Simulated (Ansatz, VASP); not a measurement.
**Two plane-wave programs on Hf**

```
Hf
1.0
    -1.82610    1.82610    1.82610
     1.82610   -1.82610    1.82610
     1.82610    1.82610   -1.82610
Hf
1
Direct
  0.00000 0.00000 0.00000
```

Alike in both runs: task single point; functional r2SCAN; k mesh 16 × 16 × 16; occupations gaussian, width 0.1 eV; no spin polarisation.

```csv
,VASP,Ansatz
version,VASP 6.6.1,Ansatz 0.2.0
potentials or method,"VASP PAW PBE potentials, release 64 (Hf_pv), cutoff 520 eV","scalar-relativistic, plane waves, PAW"
valence electrons in the cell,10,26
```

Ansatz gave:

```
gap on the k mesh at the Fermi level (eV) : none
pressure (GPa)                            : -8.2
```

Task: What did VASP give for the same quantities?

Result: gap on the k mesh at the Fermi level (eV): none; pressure (GPa): -8.7.

VASP's potentials were made for PBE, not for r2SCAN. A gap of «none» marks a metal or a gap that the smearing closes. The functional is the same, so the differences come from potentials, cutoffs and numerics. VASP's potentials hold 10 valence electrons a cell and Ansatz's 26, so a difference there can come from the potentials and not from the codes.

Neither program's run includes spin-orbit coupling.
